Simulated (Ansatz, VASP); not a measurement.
One calculation of NaH, two programs

```
Na H
1.0
     0.00000    2.36497    2.36497
     2.36497    0.00000    2.36497
     2.36497    2.36497    0.00000
Na H
1 1
Direct
  0.00000 0.00000 0.00000
  0.50000 0.50000 0.50000
```

Alike in both runs: functional r2SCAN; k mesh 10 × 10 × 10; occupations fermi-dirac, width 0.02 eV; no spin polarisation.

Ansatz relaxed the structure, and its values are those at the end. VASP's run is a single point on that final structure, the one shown.

|  | VASP | Ansatz |
| --- | --- | --- |
| version | VASP 6.6.1 | Ansatz 0.2.0 |
| potentials or method | VASP PAW PBE potentials, release 64 (Na_pv, H), cutoff 520 eV | PAW plane waves |
| valence electrons in the cell | 8 | 10 |

```tsv
	VASP	Ansatz	Ansatz less VASP
gap on the k mesh at the Fermi level (eV)	4.50	4.49	-0.010
pressure (GPa)	0.9	1.1	+0.15
```

VASP's potentials were made for PBE, not for r2SCAN. VASP's potentials hold 8 valence electrons a cell and Ansatz's 10, so a difference there can come from the potentials and not from the codes. Ansatz's warnings: stress scf threshold loose.
